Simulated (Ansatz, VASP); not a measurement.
## One calculation of BaTiO3, two programs

File INCAR:

```
SYSTEM = BaTiO3
PREC = Accurate
ENCUT = 1340
EDIFF = 1E-6
ISMEAR = 0
SIGMA = 0.02
LREAL = .FALSE.
LASPH = .TRUE.
NELM = 120
ALGO = Normal
ISIF = 2
LWAVE = .FALSE.
LCHARG = .TRUE.
GGA = PE
LELF = .TRUE.
LVHAR = .TRUE.
NBANDS = 28
GGA_COMPAT = .FALSE.
```

The input KPOINTS:

```
regular mesh
0
G
  8 8 8
  0 0 0
```

POSCAR

```
BaTiO3
1.0
    3.8986734063      0.0000000000      0.0000000000
    0.0000000000      3.8986734063      0.0000000000
    0.0000000000      0.0000000000      4.1162665584
Ba Ti O
1 1 3
Direct
    0.5000000000      0.5000000000      0.5000000000
    0.0000000000      0.0000000000      0.0000000000
    0.5000000000      0.0000000000      0.0000000000
    0.0000000000      0.5000000000      0.0000000000
    0.0000000000      0.0000000000      0.5000000000
```

Input for Ansatz:

```yaml
crystal:
  lattice:
    - [3.8986734063, 0.0, 0.0]
    - [0.0, 3.8986734063, 0.0]
    - [0.0, 0.0, 4.1162665584]
  atoms:
    - { symbol: Ba, position: [0.5, 0.5, 0.5] }
    - { symbol: Ti, position: [0.0, 0.0, 0.0] }
    - { symbol: O, position: [0.5, 0.0, 0.0] }
    - { symbol: O, position: [0.0, 0.5, 0.0] }
    - { symbol: O, position: [0.0, 0.0, 0.5] }
basis:
  ecutwfc: 420
kpoints:
  mp_grid: { grid: [8, 8, 8] }
  band_path: { path: [VBM, CBM], npoints: 2 }
hamiltonian:
  xc: pbe
scf:
  occupations: { method: gaussian, width: 0.02 }
output:
  forces: true
  stress: true
  eigenvalues: true
checkpoint:
  read: start.run
  write: ck
  compress: false
  write_wavefunctions: false
  write_every: 100000
```

Alike in both runs: task single point; functional PBE; k mesh 8 × 8 × 8; occupations gaussian, width 0.02 eV; no spin polarisation.

|  | VASP | Ansatz |
| --- | --- | --- |
| version | VASP 6.6.1 | Ansatz 0.2.0 |
| potentials or method | VASP PAW PBE potentials, release 64 (Ba_sv, Ti_sv, O_h), cutoff 1340 eV | scalar-relativistic, plane waves, PAW |
| valence electrons in the cell | 40 | 40 |

```csv
,VASP,Ansatz,Ansatz less VASP
gap on the k mesh at the Fermi level (eV),1.69,1.74,+0.057
least direct gap on the mesh (eV),1.86,1.89,+0.030
pressure (GPa),9.1,7.3,-1.74
"traceless stress, the component that is largest in VASP (GPa)",-7.58,-7.32,+0.264
```

Spin-orbit coupling is off throughout.
